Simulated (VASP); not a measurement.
# AlNi (Cmmm) in VASP: notebook

Runs on AlNi. Level: r2SCAN. Tasks: single point.

Everything below comes from runs of VASP 6.6.1. Logs are shortened: lines on timing, memory, paths and dates and some standing lists are left out, and cuts for length are marked.

### Step 1. The cell of the first run

The structure is orthorhombic, space group Cmmm (No. 65). Conventional cell: a = 3.877 Å, b = 3.906 Å, c = 3.099 Å, α = 90.00°, β = 90.00°, γ = 90.00°. Al (site symmetry mmm) has 8 Ni at 2.48 to 2.49 Å and 6 Al at 2.75 to 3.10 Å within 3.3 Å. Within 3.3 Å of Ni (site symmetry mmm) lie 8 Al at 2.48 to 2.49 Å and 6 Ni at 2.75 to 3.10 Å.

### Step 2. Single point, r2SCAN

Contents of POSCAR:

```
AlNi
1.0
    1.9386940000     -1.9531901500      0.0000000000
    1.9386940000      1.9531901500      0.0000000000
    0.0000000000      0.0000000000      3.0994300413
Al Ni
1 1
Direct
    0.0000000000      0.0000000000      0.0000000000
    0.5000000000      0.5000000000      0.5000000000
```

Contents of INCAR.step1:

```
  PREC = Accurate
  ENCUT = 520
  ISMEAR = 0
  SIGMA = 0.05
  LREAL = F
  LASPH = T
  NELM = 60
  NBANDS = 14
  GGA = PE
  ALGO = Normal
  EDIFF = 1E-4
  LWAVE = T
  LCHARG = F
```

Contents of INCAR.step2:

```
  PREC = Accurate
  ENCUT = 520
  EDIFF = 1E-7
  ISMEAR = 0
  SIGMA = 0.05
  LREAL = F
  LASPH = T
  NELM = 60
  ALGO = Normal
  ISIF = 2
  LWAVE = F
  LCHARG = F
  METAGGA = R2SCAN
  LMIXTAU = T
  NBANDS = 14
  ISTART = 1
```

Contents of KPOINTS:

```
regular mesh
0
Gamma
  8 8 7
```

Potentials or basis: VASP PAW PBE potentials, release 64 (Al, Ni).

Launch:

```console
$ cat potpaw_PBE.64/Al/POTCAR potpaw_PBE.64/Ni/POTCAR > POTCAR
$ cp INCAR.step1 INCAR
$ mpirun -np 1 vasp_std > vasp.out
$ cp INCAR.step2 INCAR
$ mpirun -np 1 vasp_std > vasp.out
```

OUTCAR:

```text
PREC = Accurate
   ENCUT = 520
   EDIFF = 1E-7
   ISMEAR = 0
   LREAL = F
   LASPH = T
   NELM = 60
   ISIF = 2
   METAGGA = R2SCAN
   ISTART = 1

 ion  position               nearest neighbor table
   1  0.000  0.000  0.000-   2 2.48   2 2.48   2 2.48   2 2.48   2 2.49   2 2.49   2 2.49   2 2.49

   2  0.500  0.500  0.500-   1 2.48   1 2.48   1 2.48   1 2.48   1 2.49   1 2.49   1 2.49   1 2.49

  LATTYP: Found a base centered orthorhombic cell.
 ALAT       =     3.8773880000
 B/A-ratio  =     1.0074772759
 C/A-ratio  =     0.7993603017

  Lattice vectors:

 A1 = (   1.9386940000,  -1.9531901500,   0.0000000000)
 A2 = (   1.9386940000,   1.9531901500,   0.0000000000)
 A3 = (   0.0000000000,   0.0000000000,   3.0994300413)

Analysis of symmetry for initial positions (statically):
=====================================================================
 Subroutine PRICEL returns:
 Original cell was already a primitive cell.

 Routine SETGRP: Setting up the symmetry group for a
 base centered orthorhombic supercell.

 Subroutine GETGRP returns: Found  8 space group operations
 (whereof  8 operations were pure point group operations)
 out of a pool of  8 trial point group operations.

The static configuration has the point symmetry D_2h.

Analysis of symmetry for dynamics (positions and initial velocities):
=====================================================================
 Subroutine PRICEL returns:
 Original cell was already a primitive cell.

 Routine SETGRP: Setting up the symmetry group for a
 base centered orthorhombic supercell.

 Subroutine GETGRP returns: Found  8 space group operations
 (whereof  8 operations were pure point group operations)
 out of a pool of  8 trial point group operations.

The dynamic configuration has the point symmetry D_2h.

 Subroutine INISYM returns: Found  8 space group operations
 (whereof  8 operations are pure point group operations),
 and found     1 'primitive' translations

----------------------------------------------------------------------------------------

                                     Primitive cell

  volume of cell :      23.4728

  direct lattice vectors                    reciprocal lattice vectors
     1.938694000 -1.953190150  0.000000000     0.257905580 -0.255991461  0.000000000
     1.938694000  1.953190150  0.000000000     0.257905580  0.255991461  0.000000000
     0.000000000  0.000000000  3.099430041     0.000000000  0.000000000  0.322639965

[... 86 lines left out ...]
   NSW    =      0    number of steps for IOM
   IBRION =     -1    ionic relax: 0-MD 1-quasi-New 2-CG
   NFREE  =      0    steps in history (QN), initial steepest desc. (CG)
   ISIF   =      2    stress and relaxation
   ISYM   =      2    0-nonsym 1-usesym 2-fastsym
   POTIM  = 0.5000    time-step for ionic-motion
   TEBEG  =    0.0;   TEEND  =   0.0 temperature during run
   PSTRESS=    0.0 pullay stress
   NELECT =      13.0000    total number of electrons
   NUPDOWN=      -1.0000    fix difference up-down
   EMIN   =  10.00;   EMAX   =-10.00  energy-range for DOS
   EFERMI =   0.00;   METHOD = LEGACY
   ISMEAR =     0;   SIGMA  =   0.05  broadening in eV -4-tet -1-fermi 0-gaus
   EFERMI_NEDOS =   21; number of points for ismear=-14 and -15
   IALGO  =     38    algorithm
   IMIX   =      4    mixing-type and parameters
     AMIX     =   0.40;   BMIX     =  1.00
     AMIX_MAG =   1.60;   BMIX_MAG =  1.00
  volume/ion in A,a.u.               =      11.74        79.20
  Fermi-wavevector in a.u.,A,eV,Ry     =   1.344417  2.540580 24.591955  1.807458
  Thomas-Fermi vector in A             =   2.472413
   LORBIT       =      0    0 simple, 1 ext, 2 COOP (PROOUT), +10 PAW based schemes
   METAGGA = R2SCAN    functional components
   LHFCALC =     F    Hartree Fock is set to
   AEXX    =    0.0000 exact exchange contribution
   IVDW    =     0    specifies the selected vdW correction
   LEPSILON=     F    determine dielectric tensor
   LRPA    =     F    only Hartree local field effects (RPA)
 non-spin polarized calculation
 Gauss-broadening in eV      SIGMA  =   0.05
  energy-cutoff  :      520.00
  volume of cell :       23.47
 maximum number of plane-waves:       646
   NGX = 11   NGY = 11   NGZ = 11

 number of electron      13.0000021 magnetization

 Free energy of the ion-electron system (eV)
  ---------------------------------------------------
  ext. energy  EPLUGINS =         0.00000000
  ---------------------------------------------------
  free energy    TOTEN  =       -20.00866086 eV

  energy without entropy =      -20.00699087  energy(sigma->0) =      -20.00782587

 E-fermi :  10.1630     XC(G=0): -13.1133

 val. band max:       10.1623362060   @ k =  -0.3750   0.1250   0.0000
 cond. band min:      10.1791722476   @ k =   0.5000   0.5000   0.2857
 fundamental gap:      0.0168360416
 Fermi energy:        10.1630367050

 k-point     1 :       0.0000    0.0000    0.0000
  band No.  band energies     occupation
      1      -1.7340      2.00000
      2       6.5577      2.00000
      3       6.7440      2.00000
      4       8.4029      2.00000
      5       8.4222      2.00000
      6       8.6458      2.00000
      7      13.2872      0.00000
      8      17.5421      0.00000
      9      17.6753      0.00000
     10      17.7199      0.00000
     11      19.1101      0.00000
     12      26.0395      0.00000
     13      31.6191      0.00000
     14      31.6330      0.00000
[... 377 lines left out ...]
      1      -0.1012      2.00000
      2       6.5988      2.00000
      3       6.7762      2.00000
      4       7.6491      2.00000
      5       8.2641      2.00000
      6       8.3946      2.00000
      7      11.7336      0.00000
      8      13.1314      0.00000
      9      19.5834      0.00000
     10      19.8317      0.00000
     11      22.7306      0.00000
     12      24.0127      0.00000
     13      28.8873      0.00000
     14      29.9974      0.00000

 [... further k-points ...]
[... 5 lines left out ...]
  --------------------------------------------------------------------------------------
  -------------------------------------------------------------------------------------
  Total        0.3945571      0.1576723     -0.3715658     -0.0000000      0.0000000      0.0000000
  in kB       26.9311482     10.7621855    -25.3618382     -0.0000000      0.0000000      0.0000000
  external PRESSURE =       4.1104985 kB  Pullay stress =       0.0000000 kB

 VOLUME and BASIS-vectors are now :
 -----------------------------------------------------------------------------
  energy-cutoff  :      520.00
  volume of cell :       23.47
      direct lattice vectors                 reciprocal lattice vectors
     1.938694000 -1.953190150  0.000000000     0.257905580 -0.255991461  0.000000000
     1.938694000  1.953190150  0.000000000     0.257905580  0.255991461  0.000000000
     0.000000000  0.000000000  3.099430041     0.000000000  0.000000000  0.322639965

 POSITION                                       TOTAL-FORCE (eV/Angst)
 -----------------------------------------------------------------------------------
      0.00000      0.00000      0.00000        -0.000000      0.000000      0.000000
      1.93869      0.00000      1.54972         0.000000     -0.000000      0.000000
 -----------------------------------------------------------------------------------
    total drift:                                0.000000      0.000000      0.000000

  FREE ENERGIE OF THE ION-ELECTRON SYSTEM (eV)
  ---------------------------------------------------
  free  energy   TOTEN  =       -20.0086608614 eV

  energy  without entropy=      -20.0069908688  energy(sigma->0) =      -20.00782587
```

OUTCAR.step1:

```text
PREC = Accurate
   ENCUT = 520
   ISMEAR = 0
   LREAL = F
   LASPH = T
[... 631 lines left out ...]
 -----------------------------------------------------------------------------------
      0.00000      0.00000      0.00000        -0.000000     -0.000000      0.000000
      1.93869      0.00000      1.54972         0.000000      0.000000      0.000000
 -----------------------------------------------------------------------------------
    total drift:                                0.000000      0.000000      0.000000

  FREE ENERGIE OF THE ION-ELECTRON SYSTEM (eV)
  ---------------------------------------------------
  free  energy   TOTEN  =       -10.4705355561 eV

  energy  without entropy=      -10.4691527094  energy(sigma->0) =      -10.46984413
```

OSZICAR.step1:

```text
N       E                     dE             d eps       ncg     rms          rms(c)
DAV:   1     0.401583306032E+02    0.40158E+02   -0.53707E+03  2390   0.965E+02
DAV:   2    -0.103626282846E+02   -0.50521E+02   -0.45532E+02  2568   0.178E+02
DAV:   3    -0.119665908866E+02   -0.16040E+01   -0.15949E+01  2958   0.355E+01
DAV:   4    -0.119880171827E+02   -0.21426E-01   -0.21422E-01  2798   0.376E+00
DAV:   5    -0.119886768957E+02   -0.65971E-03   -0.65970E-03  2972   0.717E-01    0.123E+01
DAV:   6    -0.139697528175E+02   -0.19811E+01   -0.47201E+01  2790   0.967E+01    0.161E+01
DAV:   7    -0.104992798767E+02    0.34705E+01   -0.14068E+01  2766   0.574E+01    0.101E+00
DAV:   8    -0.104848040471E+02    0.14476E-01   -0.28893E-01  2950   0.574E+00    0.102E+00
DAV:   9    -0.104708991977E+02    0.13905E-01   -0.45865E-02  3034   0.280E+00    0.201E-01
DAV:  10    -0.104705363624E+02    0.36284E-03   -0.16757E-03  3160   0.545E-01    0.767E-02
DAV:  11    -0.104705355561E+02    0.80632E-06   -0.43343E-05  1674   0.551E-02
   1 F= -.10470536E+02 E0= -.10469844E+02  d E =-.138285E-02
```

Run time: 2.4 min. Hardware: 1 thread of Intel Xeon 8259CL, shared host; peak memory 0.15 GiB.

Results:

* Free energy: -20.0087 eV
* Pressure: 0.4 GPa
* Band gap on the k mesh: zero (an odd number of electrons rules out a gap without spin polarisation)

Caveat: the PAW data sets were made with another functional, which shifts forces and pressure a little.

### Step 3. Single point, r2SCAN

POSCAR is that of step 2.

Contents of INCAR.step1:

```
SYSTEM = AlNi
PREC = Accurate ; ENCUT = 520
ISMEAR = 0 ; SIGMA = 0.1
LREAL = .FALSE. ; LASPH = .TRUE.
NELM = 60 ; NBANDS = 14
GGA = PE ; ALGO = Normal
EDIFF = 1E-4 ; LWAVE = .TRUE.
LCHARG = .FALSE.
```

Contents of INCAR.step2:

```
SYSTEM = AlNi
PREC = Accurate ; ENCUT = 520
EDIFF = 1E-6 ; ISMEAR = 0
SIGMA = 0.1 ; LREAL = .FALSE.
LASPH = .TRUE. ; NELM = 60
ALGO = Normal ; ISIF = 2
LWAVE = .FALSE. ; LCHARG = .FALSE.
METAGGA = R2SCAN ; LMIXTAU = .TRUE.
NBANDS = 14 ; ISTART = 1
```

Contents of KPOINTS:

```
regular mesh
0
G
  8 8 7
  0 0 0
```

Potentials or basis: VASP PAW PBE potentials, release 64 (Al, Ni).

Launch:

```console
$ cat potpaw_PBE.64/Al/POTCAR potpaw_PBE.64/Ni/POTCAR > POTCAR
$ cp INCAR.step1 INCAR
$ mpirun -np 1 vasp_std > vasp.out
$ cp INCAR.step2 INCAR
$ mpirun -np 1 vasp_std > vasp.out
```

Wall time 2.2 min (1 thread of Intel Xeon 8259CL, shared host); peak memory 0.15 GiB.

It converged, with:

- Free energy: -20.0111 eV
- Pressure: 0.4 GPa
- Band gap on the k mesh: zero (an odd number of electrons rules out a gap without spin polarisation)

Stress tensor (GPa, compression positive):
```
 2.81  0.00  0.00
 0.00  1.23  0.00
 0.00  0.00 -2.73
```

Levels at points of the mesh, in eV from the Fermi level:
| k point | band 3 | band 4 | band 5 | band 6 | band 7 | band 8 | band 9 | band 10 |
| --- | --- | --- | --- | --- | --- | --- | --- | --- |
| (0.00, 0.00, 0.00) | -3.41 | -1.75 | -1.73 | -1.51 | 3.13 | 7.39 | 7.52 | 7.56 |
| (0.50, 0.00, 0.00) | -2.92 | -2.89 | -2.24 | -1.62 | -0.39 | 8.18 | 8.28 | 9.94 |
| (0.50, 0.50, 0.00) | -2.63 | -2.57 | -2.57 | -2.50 | -0.89 | 2.31 | 3.50 | 11.65 |

Caveat: the PAW data sets were made with another functional, which shifts forces and pressure a little.
